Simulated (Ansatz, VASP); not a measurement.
# Cu5Mo in VASP and in Ansatz

```
CELL_PARAMETERS angstrom
2.63470 0.00000 0.00000
-1.31735 2.28172 0.00000
0.00000 0.00000 25.69829
ATOMIC_POSITIONS crystal
Cu 0.00000 0.00000 0.13707
Cu 0.66667 0.33333 0.21795
Cu 0.00000 0.00000 0.86293
Cu 0.33333 0.66667 0.78205
Cu 0.00000 0.00000 0.37921
Cu 0.66667 0.33333 0.45974
Cu 0.33333 0.66667 0.29870
Cu 0.66667 0.33333 0.70130
Cu 0.00000 0.00000 0.62079
Cu 0.33333 0.66667 0.54026
Mo 0.33333 0.66667 0.04786
Mo 0.66667 0.33333 0.95214
```

Alike in both runs: functional PBE; k mesh 7 × 7 × 1; occupations gaussian, width 0.2 eV; no spin polarisation.

Ansatz relaxed the structure, and its values are those at the end. VASP's run is a single point on that final structure, the one shown.

```csv
,VASP,Ansatz
version,VASP 6.6.1,Ansatz 0.2.0
potentials or method,"VASP PAW PBE potentials, release 64 (Cu, Mo_sv), cutoff 520 eV","scalar-relativistic, plane waves, PAW"
valence electrons in the cell,138,218
```

```tsv
	VASP	Ansatz	Ansatz less VASP
gap on the k mesh at the Fermi level (eV)	none	none	-
pressure (GPa)	0.7	0.0	-0.64
rms of the force components (eV/Å)	0.004	0.003	-0.0015
```

A gap of «none» marks a metal or a gap that the smearing closes. The functional is the same, so the differences come from potentials, cutoffs and numerics. VASP's potentials hold 138 valence electrons a cell and Ansatz's 218, so a difference there can come from the potentials and not from the codes.

The k mesh is coarse, so the values compare programs but aren't converged.
